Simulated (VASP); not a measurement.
# NbH (I4/mmm) in VASP: a series of runs

The runs below take NbH through single point, with LDA.

Program: VASP 6.6.1. These are calculated values, not measurements. Logs are shortened: lines on timing, memory, paths and dates and some standing lists are left out, and cuts for length are marked.

### Step 1. The cell of the first run

The structure is tetragonal, space group I4/mmm (No. 139). The conventional cell has a = 3.162 Å, b = 3.162 Å, c = 4.100 Å, α = 90.00°, β = 90.00°, γ = 90.00°. Within 2.7 Å of Nb (site symmetry 4/mmm) lie 6 H at 2.05 to 2.24 Å. Within 2.7 Å of H (site symmetry 4/mmm) lie 6 Nb at 2.05 to 2.24 Å.

### Step 2. Single point, LDA

INCAR reads:

```
  PREC = Accurate
  ENCUT = 520
  EDIFF = 1E-6
  ISMEAR = 0
  SIGMA = 0.15
  LREAL = F
  LASPH = T
  NELM = 100
  ALGO = Normal
  ISIF = 2
  LWAVE = F
  LCHARG = F
  NBANDS = 14
```

KPOINTS reads:

```
Automatic mesh
0
Gamma
  22 22 22
```

POSCAR reads:

```
NbH
1.0
   -1.5810406927      1.5810406927      2.0499050750
    1.5810406927     -1.5810406927      2.0499050750
    1.5810406927      1.5810406927     -2.0499050750
Nb H
1 1
Direct
    0.0000000000      0.0000000000      0.0000000000
    0.5000000000      0.5000000000      0.0000000000
```

Potentials or basis: VASP PAW LDA potentials, release 64 (Nb_sv, H).

The run is started by

```sh
$ cat potpaw_LDA.64/Nb_sv/POTCAR potpaw_LDA.64/H/POTCAR > POTCAR
$ mpirun -np 1 vasp_std > vasp.out
```

OUTCAR:

```text
PREC = Accurate
   ENCUT = 520
   EDIFF = 1E-6
   ISMEAR = 0
   LREAL = F
   LASPH = T
   NELM = 100
   ISIF = 2

 ion  position               nearest neighbor table
   1  0.000  0.000  0.000-
   2  0.500  0.500  0.000-

  LATTYP: Found a body centered tetragonal cell.
 ALAT       =     3.1620813854
 C/A-ratio  =     1.2965542788

  Lattice vectors:

 A1 = (  -1.5810406927,   1.5810406927,   2.0499050750)
 A2 = (   1.5810406927,  -1.5810406927,   2.0499050750)
 A3 = (   1.5810406927,   1.5810406927,  -2.0499050750)

Analysis of symmetry for initial positions (statically):
=====================================================================
 Subroutine PRICEL returns:
 Original cell was already a primitive cell.

 Routine SETGRP: Setting up the symmetry group for a
 body centered tetragonal supercell.

 Subroutine GETGRP returns: Found 16 space group operations
 (whereof 16 operations were pure point group operations)
 out of a pool of 16 trial point group operations.

The static configuration has the point symmetry D_4h.

Analysis of symmetry for dynamics (positions and initial velocities):
=====================================================================
 Subroutine PRICEL returns:
 Original cell was already a primitive cell.

 Routine SETGRP: Setting up the symmetry group for a
 body centered tetragonal supercell.

 Subroutine GETGRP returns: Found 16 space group operations
 (whereof 16 operations were pure point group operations)
 out of a pool of 16 trial point group operations.

The dynamic configuration has the point symmetry D_4h.

 Subroutine INISYM returns: Found 16 space group operations
 (whereof 16 operations are pure point group operations),
 and found     1 'primitive' translations

----------------------------------------------------------------------------------------

                                     Primitive cell

  volume of cell :      20.4965

  direct lattice vectors                    reciprocal lattice vectors
    -1.581040693  1.581040693  2.049905075     0.000000000  0.316247395  0.243913733
     1.581040693 -1.581040693  2.049905075     0.316247395  0.000000000  0.243913733
     1.581040693  1.581040693 -2.049905075     0.316247395  0.316247395  0.000000000

  length of vectors
     3.033395813  3.033395813  3.033395813     0.399382428  0.399382428  0.447241355

  position of ions in fractional coordinates (direct lattice)
     0.000000000  0.000000000  0.000000000
     0.500000000  0.500000000  0.000000000

  ion indices of the primitive-cell ions
   primitive index   ion index
                 1           1
                 2           2

----------------------------------------------------------------------------------------

 KPOINTS: Automatic mesh

Automatic generation of k-mesh.
 Grid dimensions read from file:
 generate k-points for:   22   22   22

 Generating k-lattice:

  Cartesian coordinates                     Fractional coordinates (reciprocal lattice)
     0.000000000  0.014374882  0.011086988     0.045454545 -0.000000000  0.000000000
     0.014374882  0.000000000  0.011086988    -0.000000000  0.045454545  0.000000000
     0.014374882  0.014374882  0.000000000     0.000000000  0.000000000  0.045454545

  Length of vectors
     0.018153747  0.018153747  0.020329152

  Shift w.r.t. Gamma in fractional coordinates (k-lattice)
     0.000000000  0.000000000  0.000000000

 Subroutine IBZKPT returns following result:
 ===========================================

 Found    834 irreducible k-points:

 Following reciprocal coordinates:
            Coordinates               Weight
  0.000000  0.000000  0.000000      1.000000
  0.045455  0.000000 -0.000000      8.000000
  0.090909  0.000000 -0.000000      8.000000
  0.136364  0.000000  0.000000      8.000000
  0.181818  0.000000 -0.000000      8.000000
  0.227273  0.000000 -0.000000      8.000000
[... 16 lines left out ...]
  0.500000  0.045455  0.000000     16.000000
 -0.454545  0.045455  0.000000     16.000000
 [... further k-points ...]
   k-points           NKPTS =    834   k-points in BZ     NKDIM =    834   number of bands    NBANDS=     14
   number of dos      NEDOS =    301   number of ions     NIONS =      2
   total plane-waves  NPLWV =  13824
   dimension x,y,z NGX =    24 NGY =   24 NGZ =   24
   dimension x,y,z NGXF=    48 NGYF=   48 NGZF=   48
   ions per type =               1   1
   NGX,Y,Z   is equivalent  to a cutoff of  13.15, 13.15, 13.15 a.u.
   NGXF,Y,Z  is equivalent  to a cutoff of  26.31, 26.31, 26.31 a.u.
 SYSTEM =  unknown system
   PREC   = accura    normal or accurate (medium, high low for compatibility)
   ISTART =      0    job   : 0-new  1-cont  2-samecut
   ICHARG =      2    charge: 1-file 2-atom 10-const
   ISPIN  =      1    spin polarized calculation?
   LNONCOLLINEAR =      F non collinear calculations
   LSORBIT =      F    spin-orbit coupling
   LASPH  =      T    aspherical Exc in radial PAW
   ENCUT  =  520.0 eV  38.22 Ry    6.18 a.u.   5.64  5.64  5.64*2*pi/ulx,y,z
   NELM   =    100;   NELMIN=  2; NELMDL= -5     # of ELM steps
   EDIFF  = 0.1E-05   stopping-criterion for ELM
   LREAL  =      F    real-space projection
   EDIFFG = 0.1E-04   stopping-criterion for IOM
   NSW    =      0    number of steps for IOM
   IBRION =     -1    ionic relax: 0-MD 1-quasi-New 2-CG
   NFREE  =      0    steps in history (QN), initial steepest desc. (CG)
   ISIF   =      2    stress and relaxation
   ISYM   =      2    0-nonsym 1-usesym 2-fastsym
   POTIM  = 0.5000    time-step for ionic-motion
   TEBEG  =    0.0;   TEEND  =   0.0 temperature during run
   PSTRESS=    0.0 pullay stress
   NELECT =      14.0000    total number of electrons
   NUPDOWN=      -1.0000    fix difference up-down
   EMIN   =  10.00;   EMAX   =-10.00  energy-range for DOS
   EFERMI =   0.00;   METHOD = LEGACY
   ISMEAR =     0;   SIGMA  =   0.15  broadening in eV -4-tet -1-fermi 0-gaus
   EFERMI_NEDOS =   21; number of points for ismear=-14 and -15
   IALGO  =     38    algorithm
   IMIX   =      4    mixing-type and parameters
     AMIX     =   0.40;   BMIX     =  1.00
     AMIX_MAG =   1.60;   BMIX_MAG =  1.00
  volume/ion in A,a.u.               =      10.25        69.16
  Fermi-wavevector in a.u.,A,eV,Ry     =   1.441753  2.724518 28.281778  2.078652
  Thomas-Fermi vector in A             =   2.560350
   LORBIT       =      0    0 simple, 1 ext, 2 COOP (PROOUT), +10 PAW based schemes
   GGA     = CA    functional components
   LHFCALC =     F    Hartree Fock is set to
   AEXX    =    0.0000 exact exchange contribution
   IVDW    =     0    specifies the selected vdW correction
   LEPSILON=     F    determine dielectric tensor
   LRPA    =     F    only Hartree local field effects (RPA)
 non-spin polarized calculation
 Gauss-broadening in eV      SIGMA  =   0.15
  energy-cutoff  :      520.00
  volume of cell :       20.50
 maximum number of plane-waves:       568
   NGX = 11   NGY = 11   NGZ = 11

 number of electron      14.0000000 magnetization

 Free energy of the ion-electron system (eV)
  ---------------------------------------------------
  ext. energy  EPLUGINS =         0.00000000
  ---------------------------------------------------
  free energy    TOTEN  =       -15.12023890 eV

  energy without entropy =      -15.10670952  energy(sigma->0) =      -15.11347421

 E-fermi :  10.7099     XC(G=0): -12.6130

 val. band max:       10.7087899514   @ k =   0.3636   0.0000  -0.0000
 cond. band min:      10.7138400806   @ k =  -0.1818   0.2727   0.1364
 fundamental gap:      0.0050501292
 Fermi energy:        10.7099280477

 k-point     1 :       0.0000    0.0000    0.0000
  band No.  band energies     occupation
      1     -43.9608      2.00000
      2     -19.6907      2.00000
      3     -19.6788      2.00000
      4     -19.6788      2.00000
      5       1.3115      2.00000
      6      10.2340      1.99999
      7      10.2340      1.99999
      8      11.1185      0.00012
      9      12.0682      0.00000
     10      12.8554      0.00000
     11      20.1911      0.00000
     12      22.1243      0.00000
     13      23.5497      0.00000
     14      23.5497      0.00000

 k-point     2 :       0.0455    0.0000   -0.0000
  band No.  band energies     occupation
      1     -43.9578      2.00000
      2     -19.7069      2.00000
      3     -19.6854      2.00000
      4     -19.6824      2.00000
      5       1.3763      2.00000
      6      10.2149      2.00000
      7      10.2641      1.99997
      8      11.1084      0.00017
      9      12.0429      0.00000
     10      12.8101      0.00000
     11      19.8744      0.00000
     12      22.2651      0.00000
     13      23.6839      0.00000
     14      23.8322      0.00000

 k-point     3 :       0.0909    0.0000   -0.0000
  band No.  band energies     occupation
      1     -43.9493      2.00000
      2     -19.7681      2.00000
      3     -19.6932      2.00000
      4     -19.6905      2.00000
      5       1.5671      2.00000
      6      10.1323      2.00000
      7      10.3386      1.99954
      8      11.1003      0.00023
      9      11.9902      0.00000
     10      12.6965      0.00000
     11      19.1770      0.00000
     12      22.6646      0.00000
     13      24.0761      0.00000
     14      24.4729      0.00000

 k-point     4 :       0.1364    0.0000    0.0000
  band No.  band energies     occupation
      1     -43.9357      2.00000
      2     -19.8654      2.00000
      3     -19.7101      2.00000
      4     -19.6968      2.00000
      5       1.8742      2.00000
      6       9.9421      2.00000
      7      10.4068      1.99574
      8      11.1259      0.00009
      9      11.9797      0.00000
     10      12.5749      0.00000
     11      18.4075      0.00000
     12      23.2681      0.00000
     13      24.6987      0.00000
     14      25.2729      0.00000

 k-point     5 :       0.1818    0.0000   -0.0000
  band No.  band energies     occupation
      1     -43.9182      2.00000
      2     -19.9887      2.00000
      3     -19.7317      2.00000
      4     -19.7047      2.00000
      5       2.2823      2.00000
      6       9.6386      2.00000
      7      10.3962      1.99690
      8      11.1589      0.00002
      9      12.1054      0.00000
     10      12.5273      0.00000
     11      17.7133      0.00000
[... 276 lines left out ...]
 k-point    22 :       0.4545    0.0455   -0.0000
  band No.  band energies     occupation
      1     -43.8134      2.00000
      2     -20.6663      2.00000
      3     -19.8666      2.00000
      4     -19.7553      2.00000
      5       5.8031      2.00000
      6       6.7184      2.00000
      7       9.5368      2.00000
      8      10.4690      1.97686
      9      14.1138      0.00000
     10      14.8389      0.00000
     11      18.2185      0.00000
     12      19.6587      0.00000
     13      25.7976      0.00000
     14      26.9626      0.00000

 k-point    23 :       0.5000    0.0455    0.0000
  band No.  band energies     occupation
      1     -43.8128      2.00000
      2     -20.6701      2.00000
      3     -19.8656      2.00000
      4     -19.7581      2.00000
      5       5.8923      2.00000
      6       6.6097      2.00000
      7       9.5283      2.00000
      8      10.4829      1.96772
      9      14.2095      0.00000
     10      14.8191      0.00000
     11      18.3898      0.00000
     12      19.4095      0.00000
     13      25.8432      0.00000
     14      26.8272      0.00000

 k-point    24 :      -0.4545    0.0455    0.0000
  band No.  band energies     occupation
      1     -43.8180      2.00000
      2     -20.6369      2.00000
      3     -19.8574      2.00000
      4     -19.7580      2.00000
      5       5.4188      2.00000
      6       7.0287      2.00000
      7       9.5674      2.00000
      8      10.5558      1.85370
      9      14.1301      0.00000
     10      14.5776      0.00000
     11      17.7463      0.00000
     12      20.3302      0.00000
     13      26.2542      0.00000
     14      27.0965      0.00000

 [... further k-points ...]

------------------------ aborting loop because EDIFF is reached ----------------------------------------

  FORCE on cell =-STRESS in cart. coord.  units (eV):
  Direction    XX          YY          ZZ          XY          YZ          ZX
  --------------------------------------------------------------------------------------
  -------------------------------------------------------------------------------------
  Total       -1.3453080     -1.3453080     -1.7330989      0.0000000     -0.0000000     -0.0000000
  in kB     -105.1604615   -105.1604615   -135.4734209      0.0000000     -0.0000000     -0.0000000
  external PRESSURE =    -115.2647813 kB  Pullay stress =       0.0000000 kB

 VOLUME and BASIS-vectors are now :
 -----------------------------------------------------------------------------
  energy-cutoff  :      520.00
  volume of cell :       20.50
      direct lattice vectors                 reciprocal lattice vectors
    -1.581040693  1.581040693  2.049905075     0.000000000  0.316247395  0.243913733
     1.581040693 -1.581040693  2.049905075     0.316247395  0.000000000  0.243913733
     1.581040693  1.581040693 -2.049905075     0.316247395  0.316247395  0.000000000

 POSITION                                       TOTAL-FORCE (eV/Angst)
 -----------------------------------------------------------------------------------
      0.00000      0.00000      0.00000         0.000000     -0.000000      0.000000
      0.00000      0.00000      2.04991        -0.000000      0.000000     -0.000000
 -----------------------------------------------------------------------------------
    total drift:                               -0.000000      0.000000     -0.000000

  FREE ENERGIE OF THE ION-ELECTRON SYSTEM (eV)
  ---------------------------------------------------
  free  energy   TOTEN  =       -15.1202389046 eV

  energy  without entropy=      -15.1067095225  energy(sigma->0) =      -15.11347421
```

Run time: 1.8 min. Hardware: 1 thread of Intel Xeon Platinum 8259CL at 2.50GHz (Skylake/Cascade Lake), shared host; peak memory 0.33 GiB.

Results:

* Free energy: -15.1202 eV
* Pressure: -11.5 GPa
* Band gap on the k mesh: zero (band 7 reaches 13.92 eV, above the bottom of band 8 at 10.25 eV)

Levels at points of the mesh, in eV from the Fermi level:
| k point | band 3 | band 4 | band 5 | band 6 | band 7 | band 8 | band 9 | band 10 | band 11 | band 12 |
| --- | --- | --- | --- | --- | --- | --- | --- | --- | --- | --- |
| (0.00, 0.00, 0.00) | -30.39 | -30.39 | -9.40 | -0.48 | -0.48 | 0.41 | 1.36 | 2.15 | 9.48 | 11.41 |
| (0.50, 0.00, 0.00) | -30.57 | -30.46 | -4.67 | -4.22 | -1.21 | -0.28 | 3.50 | 4.16 | 7.64 | 8.63 |
| (0.50, 0.50, 0.00) | -30.77 | -30.61 | -7.85 | -3.22 | 1.71 | 3.49 | 4.02 | 4.83 | 8.06 | 8.85 |
| (0.50, 0.50, 0.50) | -30.82 | -30.82 | -7.87 | -3.44 | 3.21 | 3.73 | 4.48 | 4.48 | 8.17 | 8.17 |

### Step 3. Single point, LDA

INCAR reads:

```
  ALGO = Normal
  EDIFF = 1E-6
  ENCUT = 520
  ISIF = 2
  ISMEAR = 0
  LASPH = T
  LCHARG = F
  LREAL = F
  LWAVE = F
  NBANDS = 14
  NELM = 100
  PREC = Accurate
  SIGMA = 0.15
```

KPOINTS reads:

```
k-points
0
Gamma
  22 22 22
```

POSCAR reads:

```
NbH
1.0
   -1.7310494936      1.7310494936      1.7100187639
    1.7310494936     -1.7310494936      1.7100187639
    1.7310494936      1.7310494936     -1.7100187639
Nb H
1 1
Direct
    0.0000000000      0.0000000000      0.0000000000
    0.5000000000      0.5000000000      0.0000000000
```

Potentials or basis: VASP PAW LDA potentials, release 64 (Nb_sv, H).

The run is started by

```sh
$ cat potpaw_LDA.64/Nb_sv/POTCAR potpaw_LDA.64/H/POTCAR > POTCAR
$ mpirun -np 1 vasp_std > vasp.out
```

Run time: 1.8 min. Hardware: 1 thread of Intel Xeon Platinum 8259CL at 2.50GHz (Skylake/Cascade Lake), shared host; peak memory 0.33 GiB.

Results (log left out):

* Free energy: -14.6733 eV
* Pressure: 0.6 GPa
* Band gap on the k mesh: zero (band 7 reaches 14.67 eV, above the bottom of band 8 at 10.10 eV)

Stress tensor (GPa, compression positive):
```
-19.42   0.00   0.00
  0.00 -19.42   0.00
  0.00   0.00  40.70
```

Levels at points of the mesh, in eV from the Fermi level:
| k point | band 3 | band 4 | band 5 | band 6 | band 7 | band 8 | band 9 | band 10 | band 11 | band 12 |
| --- | --- | --- | --- | --- | --- | --- | --- | --- | --- | --- |
| (0.00, 0.00, 0.00) | -30.48 | -30.48 | -9.40 | -0.61 | -0.50 | -0.41 | -0.41 | 2.26 | 11.37 | 11.37 |
| (0.50, 0.00, 0.00) | -30.78 | -30.57 | -4.29 | -3.83 | -2.45 | 1.71 | 2.34 | 4.75 | 6.87 | 9.18 |
| (0.50, 0.50, 0.00) | -30.89 | -30.47 | -8.33 | -2.08 | 0.54 | 0.99 | 2.70 | 4.68 | 7.98 | 9.30 |
| (0.50, 0.50, 0.50) | -31.15 | -31.15 | -8.47 | -3.85 | 4.04 | 4.04 | 4.13 | 6.24 | 6.24 | 7.22 |
